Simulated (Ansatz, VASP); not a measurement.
# CdF2 in VASP and in Ansatz

File INCAR:

```
PREC = Accurate
ENCUT = 600
EDIFF = 1E-6
ISMEAR = 0
SIGMA = 0.02
LREAL = F
LASPH = T
NELM = 60
ALGO = Normal
ISIF = 3
LWAVE = F
LCHARG = F
GGA = PE
IBRION = 2
NSW = 70
EDIFFG = -0.005
```

KPOINTS

```
Automatic mesh
0
Gamma
  8 8 8
```

The input POSCAR:

```
CdF2
1.0
    0.0000000000      2.7222408726      2.7222408726
    2.7222408726      0.0000000000      2.7222408726
    2.7222408726      2.7222408726      0.0000000000
Cd F
1 2
Direct
    0.0000000000      0.0000000000      0.0000000000
    0.2500000000      0.2500000000      0.2500000000
    0.7500000000      0.7500000000      0.7500000000
```

Input for Ansatz:

```yaml
crystal:
  lattice:
    - [0.0, 2.7222408726, 2.7222408726]
    - [2.7222408726, 0.0, 2.7222408726]
    - [2.7222408726, 2.7222408726, 0.0]
  atoms:
    - { symbol: Cd, position: [0.0, 0.0, 0.0] }
    - { symbol: F, position: [0.25, 0.25, 0.25] }
    - { symbol: F, position: [0.75, 0.75, 0.75] }
basis:
  ecutwfc: 420
kpoints:
  mp_grid: { grid: [8, 8, 8] }
hamiltonian:
  xc: pbe
scf:
  occupations: { method: gaussian, width: 0.02 }
output:
  forces: true
  stress: true
  eigenvalues: true
relax:
  adjacent_minimum: "off"
  f_tol: 0.005
  max_steps: 50
  cell: { stress_tol: 0.05 }
```

Alike in both runs: task relaxation of cell and atoms; functional PBE; k mesh 8 × 8 × 8; occupations gaussian, width 0.02 eV; no spin polarisation.

```csv
,VASP,Ansatz
version,VASP 6.6.1,Ansatz 0.2.0
potentials or method,"VASP PAW PBE potentials, release 64 (Cd, F), cutoff 600 eV","scalar-relativistic, plane waves, PAW"
valence electrons in the cell,26,34
```

```tsv
	VASP	Ansatz	Ansatz less VASP
gap on the k mesh at the Fermi level, each at its own relaxed structure (eV)	2.87	2.92	+0.043
relaxed volume (Å³/atom)	13.78	13.72	-0.057
relaxed cell length with the largest relative difference (Å)	3.881	3.876	-0.0054
```

VASP's potentials hold 26 valence electrons a cell and Ansatz's 34, so a difference there can come from the potentials and not from the codes.
